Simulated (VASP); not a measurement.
**Be: relaxation of cell and atoms with PBE+D3(BJ)**

The system is Be.

```xyz
2
Lattice="2.2142 0.0000 0.0000 -1.1071 1.9176 0.0000 0.0000 0.0000 3.5000" Properties=species:S:1:pos:R:3 pbc="T T T"
Be    0.0000    1.2784    0.8750
Be    1.1071    0.6392    2.6250
```

| Property | Result |
| --- | --- |
| Program | VASP 6.6.1 |
| Task | relaxation of cell and atoms |
| Functional | PBE |
| Dispersion | D3(BJ) |
| Potentials or basis | VASP PAW PBE potentials, release 64 (Be) |
| Cutoff | 600 eV |
| k mesh | 21 × 21 × 12 |
| Occupations | fermi-dirac, width 0.15 eV |
| Spin | no spin polarisation |
| Dipole correction | no |
| Further INCAR settings | ALGO = Normal; EDIFF = 1e-07; IBRION = 2; EDIFFG = -0.001; NSW = 80; ISIF = 3 |

```yaml
Relaxed_volume: 7.44 Å³/atom
Relaxed_cell: a = 2.216 Å, b = 2.216 Å, c = 3.500 Å, α = 90.00°, β = 90.00°, γ = 120.00°
Space_group_after_relaxing_to_0.05_Å: P6_3/mmc (No. 194)
Energy_gained_by_relaxing: 0.0 meV/atom
Ionic_steps: 4
Pressure_after_relaxing: 0.0 GPa
Band_gap_on_the_k_mesh: zero (band 2 reaches 8.54 eV, above the bottom of band 3 at 6.39 eV)
Dispersion_energy_per_atom: -0.378 eV
```

Final structure:
```
Be
1.0
     2.21615    0.00000    0.00000
    -1.10808    1.91925    0.00000
     0.00000    0.00000    3.50048
Be
2
Direct
  0.33333 0.66667 0.25000
  0.66667 0.33333 0.75000
```

Levels at points of the mesh, in eV from the Fermi level:
```
           k point  band 1  band 2  band 3  band 4  band 5
(0.00, 0.00, 0.00)  -11.74   -4.75    1.21   16.78   16.78
(0.00, 0.00, 0.50)   -9.54   -9.54   11.07   11.07   18.50
```

Wall time 38 s on 1 thread of Intel(R) Xeon(R) Platinum 8488C (Sapphire Rapids), with other jobs on the host, peak memory 0.16 GiB.

Caveat: pairwise dispersion overbinds metals, which lowers pressure and volume.
